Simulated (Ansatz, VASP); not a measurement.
## Si2Mo in VASP and in Ansatz

```xyz
6
Lattice="5.2887 0.0000 0.0000 -2.6443 4.5801 0.0000 0.0000 0.0000 4.0386" Properties=species:S:1:pos:R:3 pbc="T T T"
Si    2.6443    0.0000    0.0000
Si   -1.3222    2.2901    0.0000
Si    1.3222    2.2901    0.0000
Si    0.0000    0.0000    0.0000
Mo    0.0000    3.0534    2.0193
Mo    2.6443    1.5267    2.0193
```

Alike in both runs: task single point; functional PBE; k mesh 6 × 6 × 4; occupations gaussian, width 0.1 eV; collinear spin.

|  | VASP | Ansatz |
| --- | --- | --- |
| version | VASP 6.6.1 | Ansatz 0.2.0 |
| potentials or method | VASP PAW PBE potentials, release 64 (Si, Mo_sv), cutoff 520 eV | scalar-relativistic, plane waves, PAW |
| valence electrons in the cell | 44 | 44 |

```tsv
	VASP	Ansatz	Ansatz less VASP
gap on the k mesh at the Fermi level (eV)	none	none	-
pressure (GPa)	-0.1	-0.1	-0.06
traceless stress, the component that is largest in VASP (GPa)	0.01	-0.06	-0.077
net moment per atom (μB)	0.00	0.00	0.000
```

A gap of «none» marks a metal or a gap that the smearing closes. The functional is the same, so the differences come from potentials, cutoffs and numerics. Ansatz's warnings: seeded moment not kept.

The k mesh is coarse, so the values compare programs but aren't converged.
